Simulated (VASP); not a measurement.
Ta: single point with LDA

Ta:

```
Ta
1.0
    -1.62767    1.62767    1.62767
     1.62767   -1.62767    1.62767
     1.62767    1.62767   -1.62767
Ta
1
Cartesian
  0.0000 0.0000 0.0000
```

```
Program             : VASP 6.6.1
Task                : single point
Functional          : LDA
Potentials or basis : VASP PAW LDA potentials, release 64 (Ta_pv)
Cutoff              : 520 eV
k mesh              : 11 × 11 × 11
Occupations         : fermi-dirac, width 0.1 eV
Spin                : no spin polarisation
```

* Pressure: 0.5 GPa

Levels at points of the mesh, in eV from the Fermi level:
| k point | band 3 | band 4 | band 5 | band 6 | band 7 | band 8 |
| --- | --- | --- | --- | --- | --- | --- |
| (0.00, 0.00, 0.00) | -32.73 | -8.01 | 0.66 | 0.66 | 0.66 | 4.08 |

It took 8.7 s on 1 thread of Intel Xeon 8259CL, on a shared host, peak memory 0.13 GiB.

Caveat: spin-orbit coupling is left out, which moves the levels of the heavy elements.
